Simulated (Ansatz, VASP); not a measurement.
# One calculation of BiTe, two programs

```xyz
2
Lattice="2.4227 1.3988 3.3173 -2.4227 1.3988 3.3173 0.0000 -2.7975 3.3173" Properties=species:S:1:pos:R:3 pbc="T T T"
Bi    0.0000    0.0000    4.9759
Te    0.0000   -0.0215   -0.0127
```

Change from the starting cell: all Te atoms moved +0.025 Å, as atom 2 towards its neighbour atom 1 (Bi) at 3.252 Å.

Alike in both runs: task single point; functional PBEsol; k mesh 12 × 12 × 12; occupations gaussian, width 0.15 eV; no spin polarisation.

```csv
,VASP,Ansatz
version,VASP 6.6.1,Ansatz 0.2.0
potentials or method,"VASP PAW PBE potentials, release 64 (Bi_d, Te), cutoff 520 eV","scalar-relativistic, plane waves, PAW"
valence electrons in the cell,21,31
```

```csv
,VASP,Ansatz,Ansatz less VASP
gap on the k mesh at the Fermi level (eV),none,none,-
pressure (GPa),-2.5,-2.5,+0.03
"traceless stress, the component that is largest in VASP (GPa)",0.17,0.17,+0.002
rms of the force components (eV/Å),0.026,0.026,-0.0004
```

VASP's potentials were made for PBE, not for PBEsol. Atom by atom the forces differ by 0.000 eV/Å (rms over components). A gap of «none» marks a metal or a gap that the smearing closes. The functional is the same, so the differences come from potentials, cutoffs and numerics. VASP's potentials hold 21 valence electrons a cell and Ansatz's 31, so a difference there can come from the potentials and not from the codes.

Spin-orbit coupling is off throughout.
